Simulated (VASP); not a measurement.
# AlRu (Pm-3m) in VASP: notebook

AlRu is run at these levels: PBEsol; tasks: single point, relaxation of cell and atoms.

Program: VASP 6.6.1. These are calculated values, not measurements. Logs are shortened: lines on timing, memory, paths and dates and some standing lists are left out, and cuts for length are marked.

**1. The cell of the first run**

The structure is cubic, space group Pm-3m (No. 221). The conventional cell has a = 2.976 Å, b = 2.976 Å, c = 2.976 Å, α = 90.00°, β = 90.00°, γ = 90.00°. Within 3.4 Å of Al (site symmetry m-3m) lie 8 Ru at 2.58 Å and 6 Al at 2.98 Å. Within 3.4 Å of Ru (site symmetry m-3m) lie 8 Al at 2.58 Å and 6 Ru at 2.98 Å.

**2. Single point, PBEsol**

File INCAR:

```
SYSTEM = AlRu
ALGO = Normal
EDIFF = 1E-6
ENCUT = 520
GGA = PS
ISIF = 2
ISMEAR = 0
LASPH = .TRUE.
LCHARG = .FALSE.
LREAL = .FALSE.
LWAVE = .FALSE.
NBANDS = 16
NELM = 100
PREC = Accurate
SIGMA = 0.1
```

File KPOINTS:

```
k-points
0
G
  14 14 14
  0 0 0
```

File POSCAR:

```
AlRu
1.0
    2.9764078218      0.0000000000      0.0000000000
    0.0000000000      2.9764078218      0.0000000000
    0.0000000000      0.0000000000      2.9764078218
Al Ru
1 1
Direct
    0.0000000000      0.0000000000      0.0000000000
    0.5000000000      0.5000000000      0.5000000000
```

Potentials or basis: VASP PAW PBE potentials, release 64 (Al, Ru_pv).

The run is started by

```
cat potpaw_PBE.64/Al/POTCAR potpaw_PBE.64/Ru_pv/POTCAR > POTCAR
mpirun -np 1 vasp_std > vasp.out
```

OUTCAR:

```text
SYSTEM = AlRu
   EDIFF = 1E-6
   ENCUT = 520
   GGA = PS
   ISIF = 2
   ISMEAR = 0
   LASPH = .TRUE.
   LREAL = .FALSE.
   NELM = 100
   PREC = Accurate

 ion  position               nearest neighbor table
   1  0.000  0.000  0.000-   2 2.58   2 2.58   2 2.58   2 2.58   2 2.58   2 2.58   2 2.58   2 2.58

   2  0.500  0.500  0.500-   1 2.58   1 2.58   1 2.58   1 2.58   1 2.58   1 2.58   1 2.58   1 2.58

  LATTYP: Found a simple cubic cell.
 ALAT       =     2.9764078218

  Lattice vectors:

 A1 = (   2.9764078218,   0.0000000000,   0.0000000000)
 A2 = (   0.0000000000,   2.9764078218,   0.0000000000)
 A3 = (   0.0000000000,   0.0000000000,   2.9764078218)

Analysis of symmetry for initial positions (statically):
=====================================================================
 Subroutine PRICEL returns:
 Original cell was already a primitive cell.

 Routine SETGRP: Setting up the symmetry group for a
 simple cubic supercell.

 Subroutine GETGRP returns: Found 48 space group operations
 (whereof 48 operations were pure point group operations)
 out of a pool of 48 trial point group operations.

The static configuration has the point symmetry O_h .

Analysis of symmetry for dynamics (positions and initial velocities):
=====================================================================
 Subroutine PRICEL returns:
 Original cell was already a primitive cell.

 Routine SETGRP: Setting up the symmetry group for a
 simple cubic supercell.

 Subroutine GETGRP returns: Found 48 space group operations
 (whereof 48 operations were pure point group operations)
 out of a pool of 48 trial point group operations.

The dynamic configuration has the point symmetry O_h .

 Subroutine INISYM returns: Found 48 space group operations
 (whereof 48 operations are pure point group operations),
 and found     1 'primitive' translations

----------------------------------------------------------------------------------------

                                     Primitive cell

  volume of cell :      26.3680

  direct lattice vectors                    reciprocal lattice vectors
     2.976407822  0.000000000  0.000000000     0.335975464  0.000000000  0.000000000
     0.000000000  2.976407822  0.000000000     0.000000000  0.335975464  0.000000000
     0.000000000  0.000000000  2.976407822     0.000000000  0.000000000  0.335975464

  length of vectors
     2.976407822  2.976407822  2.976407822     0.335975464  0.335975464  0.335975464

  position of ions in fractional coordinates (direct lattice)
     0.000000000  0.000000000  0.000000000
     0.500000000  0.500000000  0.500000000

  ion indices of the primitive-cell ions
[... 79 lines left out ...]
   IBRION =     -1    ionic relax: 0-MD 1-quasi-New 2-CG
   NFREE  =      0    steps in history (QN), initial steepest desc. (CG)
   ISIF   =      2    stress and relaxation
   ISYM   =      2    0-nonsym 1-usesym 2-fastsym
   POTIM  = 0.5000    time-step for ionic-motion
   TEBEG  =    0.0;   TEEND  =   0.0 temperature during run
   PSTRESS=    0.0 pullay stress
   NELECT =      17.0000    total number of electrons
   NUPDOWN=      -1.0000    fix difference up-down
   EMIN   =  10.00;   EMAX   =-10.00  energy-range for DOS
   EFERMI =   0.00;   METHOD = LEGACY
   ISMEAR =     0;   SIGMA  =   0.10  broadening in eV -4-tet -1-fermi 0-gaus
   EFERMI_NEDOS =   21; number of points for ismear=-14 and -15
   IALGO  =     38    algorithm
   IMIX   =      4    mixing-type and parameters
     AMIX     =   0.40;   BMIX     =  1.00
     AMIX_MAG =   1.60;   BMIX_MAG =  1.00
  volume/ion in A,a.u.               =      13.18        88.97
  Fermi-wavevector in a.u.,A,eV,Ry     =   1.414269  2.672581 27.213787  2.000157
  Thomas-Fermi vector in A             =   2.535829
   LORBIT       =      0    0 simple, 1 ext, 2 COOP (PROOUT), +10 PAW based schemes
   GGA     = PS    functional components
   LHFCALC =     F    Hartree Fock is set to
   AEXX    =    0.0000 exact exchange contribution
   IVDW    =     0    specifies the selected vdW correction
   LEPSILON=     F    determine dielectric tensor
   LRPA    =     F    only Hartree local field effects (RPA)
 non-spin polarized calculation
 Gauss-broadening in eV      SIGMA  =   0.10
  energy-cutoff  :      520.00
  volume of cell :       26.37
 maximum number of plane-waves:       739
 NGX is ok and might be reduce to    24
   NGX = 11   NGY = 11   NGZ = 11

 number of electron      16.9999996 magnetization

 Free energy of the ion-electron system (eV)
  ---------------------------------------------------
  ext. energy  EPLUGINS =         0.00000000
  ---------------------------------------------------
  free energy    TOTEN  =       -15.51853299 eV

  energy without entropy =      -15.50925304  energy(sigma->0) =      -15.51389302

 E-fermi :  10.8118     XC(G=0): -12.7659

 val. band max:       10.8028860586   @ k =   0.5000   0.2857   0.1429
 cond. band min:      10.8229624139   @ k =   0.1429   0.0714   0.0714
 fundamental gap:      0.0200763553
 Fermi energy:        10.8118142897

 k-point     1 :       0.0000    0.0000    0.0000
  band No.  band energies     occupation
      1     -30.9009      2.00000
      2     -30.9009      2.00000
      3     -30.9009      2.00000
      4       1.0396      2.00000
      5       7.1401      2.00000
      6       7.1401      2.00000
[... 433 lines left out ...]
      3     -30.8779      2.00000
      4       3.9251      2.00000
      5       6.8136      2.00000
      6       8.1967      2.00000
[... 8 lines left out ...]
     15      23.5167      0.00000
     16      25.2816      0.00000

 [... further k-points ...]

------------------------ aborting loop because EDIFF is reached ----------------------------------------

  FORCE on cell =-STRESS in cart. coord.  units (eV):
  Direction    XX          YY          ZZ          XY          YZ          ZX
  --------------------------------------------------------------------------------------
  -------------------------------------------------------------------------------------
  Total        0.0078435      0.0078435      0.0078435      0.0000000      0.0000000     -0.0000000
  in kB        0.4765878      0.4765878      0.4765878      0.0000000      0.0000000     -0.0000000
  external PRESSURE =       0.4765878 kB  Pullay stress =       0.0000000 kB

 VOLUME and BASIS-vectors are now :
 -----------------------------------------------------------------------------
  energy-cutoff  :      520.00
  volume of cell :       26.37
      direct lattice vectors                 reciprocal lattice vectors
     2.976407822  0.000000000  0.000000000     0.335975464  0.000000000  0.000000000
     0.000000000  2.976407822  0.000000000     0.000000000  0.335975464  0.000000000
     0.000000000  0.000000000  2.976407822     0.000000000  0.000000000  0.335975464

 POSITION                                       TOTAL-FORCE (eV/Angst)
 -----------------------------------------------------------------------------------
      0.00000      0.00000      0.00000         0.000000      0.000000      0.000000
      1.48820      1.48820      1.48820         0.000000      0.000000      0.000000
 -----------------------------------------------------------------------------------
    total drift:                                0.000000     -0.000000     -0.000000

  FREE ENERGIE OF THE ION-ELECTRON SYSTEM (eV)
  ---------------------------------------------------
  free  energy   TOTEN  =       -15.5185329909 eV

  energy  without entropy=      -15.5092530448  energy(sigma->0) =      -15.51389302
```

OSZICAR:

```text
N       E                     dE             d eps       ncg     rms          rms(c)
DAV:   1     0.113344395316E+03    0.11334E+03   -0.91430E+03  3936   0.990E+02
DAV:   2    -0.144391858282E+02   -0.12778E+03   -0.12143E+03  4528   0.293E+02
DAV:   3    -0.163057375373E+02   -0.18666E+01   -0.18604E+01  5000   0.367E+01
DAV:   4    -0.163189194235E+02   -0.13182E-01   -0.13164E-01  4656   0.325E+00
DAV:   5    -0.163191125062E+02   -0.19308E-03   -0.19265E-03  4760   0.380E-01    0.136E+01
DAV:   6    -0.156217132825E+02    0.69740E+00   -0.26598E+00  4256   0.177E+01    0.244E+00
DAV:   7    -0.155380280851E+02    0.83685E-01   -0.20943E-01  4064   0.515E+00    0.217E+00
DAV:   8    -0.155188119974E+02    0.19216E-01   -0.19234E-02  4584   0.103E+00    0.214E-01
DAV:   9    -0.155185477813E+02    0.26422E-03   -0.35277E-04  4728   0.151E-01    0.140E-01
DAV:  10    -0.155185345319E+02    0.13249E-04   -0.25436E-05  4312   0.533E-02    0.781E-03
DAV:  11    -0.155185333627E+02    0.11692E-05   -0.10251E-06  3736   0.111E-02    0.517E-03
DAV:  12    -0.155185329909E+02    0.37173E-06   -0.51555E-08  2296   0.253E-03
   1 F= -.15518533E+02 E0= -.15513893E+02  d E =-.927995E-02
```

stdout:

```text
POSCAR found type information on POSCAR AlRu
 POSCAR found :  2 types and       2 ions
 scaLAPACK will be used
 -----------------------------------------------------------------------------
|                                                                             |
|                                                                             |
|     You enforced a specific xc type in the INCAR file but a different       |
|     I HOPE YOU KNOW WHAT YOU ARE DOING!                                     |
|                                                                             |
 -----------------------------------------------------------------------------

 LDA part: xc-table for (Slater+PW92), standard interpolation
 POSCAR, INCAR and KPOINTS ok, starting setup
 FFT: planning ... GRIDC
 FFT: planning ... GRID_SOFT
 FFT: planning ... GRID
 WAVECAR not read
 entering main loop
```

Run time: 18 s. Hardware: 1 thread of Intel Xeon Platinum 8488C (Sapphire Rapids), shared host; peak memory 0.17 GiB.

Results:

```yaml
Free_energy: -15.5185 eV
Pressure: 0.0 GPa
```

Caveat: the PAW data sets were made with another functional, which shifts forces and pressure a little.

**3. Relaxation of cell and atoms, PBEsol**

This run uses another cell than the first one, of 13.39 Å³/atom, 1.015 times its volume.

File INCAR:

```
SYSTEM = AlRu
PREC     = Accurate       ! precision mode
ENCUT    = 600            ! plane-wave cutoff, eV
EDIFF    = 1E-7           ! SCF threshold, eV
ISMEAR   = 0              ! smearing method
SIGMA    = 0.1            ! smearing width, eV
LREAL    = .False.        ! projectors in reciprocal space
LASPH    = .True.         ! aspherical terms in the spheres
NELM     = 80             ! most SCF steps
ALGO     = Normal         ! electronic algorithm
ISIF     = 3              ! what is computed and relaxed
LWAVE    = .False.        ! write WAVECAR
LCHARG   = .False.        ! write CHGCAR
GGA      = PS             ! functional
IBRION   = 2              ! ionic algorithm
NSW      = 100            ! ionic steps
EDIFFG   = -0.005         ! ionic threshold
```

File KPOINTS:

```
Automatic mesh
0
Gamma
  14 14 14
  0 0 0
```

File POSCAR:

```
AlRu
1.0
    2.9916000000      0.0000000000      0.0000000000
    0.0000000000      2.9916000000      0.0000000000
    0.0000000000      0.0000000000      2.9916000000
Al Ru
1 1
Direct
    0.0000000000      0.0000000000      0.0000000000
    0.5000000000      0.5000000000      0.5000000000
```

Potentials or basis: VASP PAW PBE potentials, release 64 (Al, Ru_pv).

The run is started by

```
cat potpaw_PBE.64/Al/POTCAR potpaw_PBE.64/Ru_pv/POTCAR > POTCAR
mpirun -np 1 vasp_std > vasp.out
```

Run time: 41 s. Hardware: 1 thread of Intel Xeon Platinum 8488C (Sapphire Rapids), shared host; peak memory 0.18 GiB.

The run converged. Its results:

```yaml
Free_energy: -15.5190 eV
Relaxed_volume: 13.19 Å³/atom
Relaxed_cell: a = 2.977 Å, b = 2.977 Å, c = 2.977 Å, α = 90.00°, β = 90.00°, γ = 90.00°
Space_group_after_relaxing_to_0.05_Å: Pm-3m (No. 221)
Energy_gained_by_relaxing: 2.1 meV/atom
Ionic_steps: 3
Pressure_after_relaxing: 0.0 GPa
```

Step by step:
| step | energy change (eV) | largest force (eV/Å) | pressure (GPa) | volume (Å³) |
| --- | --- | --- | --- | --- |
| 1 | 0.0000 | 0.0000 | -3.22 | 26.77 |
| 2 | 0.0066 | 0.0000 | 5.60 | 25.74 |
| 3 | -0.0041 | 0.0000 | -0.02 | 26.37 |

Final structure:
```cif
data_structure
_symmetry_space_group_name_H-M 'P 1'
_symmetry_Int_Tables_number 1
_cell_length_a 2.9766
_cell_length_b 2.9766
_cell_length_c 2.9766
_cell_angle_alpha 90.000
_cell_angle_beta 90.000
_cell_angle_gamma 90.000
_cell_volume 26.37
loop_
_atom_site_label
_atom_site_type_symbol
_atom_site_fract_x
_atom_site_fract_y
_atom_site_fract_z
_atom_site_occupancy
Al1 Al 0.00000 0.00000 0.00000 1
Ru1 Ru 0.50000 0.50000 0.50000 1
```

Levels at points of the mesh, in eV from the Fermi level:
```tsv
k point	band 5	band 6	band 7	band 8	band 9	band 10	band 11	band 12
(0.00, 0.00, 0.00)	-3.67	-3.67	0.20	0.20	0.20	6.15	6.15	6.15
(0.50, 0.00, 0.00)	-5.50	-2.85	-1.63	-1.63	0.46	2.34	7.44	11.08
(0.50, 0.50, 0.00)	-3.15	-1.38	-1.38	-1.19	-1.19	1.57	5.38	6.44
(0.50, 0.50, 0.50)	-4.71	-4.71	1.67	1.67	2.70	4.14	4.14	4.14
```

Caveat: the PAW data sets were made with another functional, which shifts forces and pressure a little.

(Part 1 of 3 ends here.)
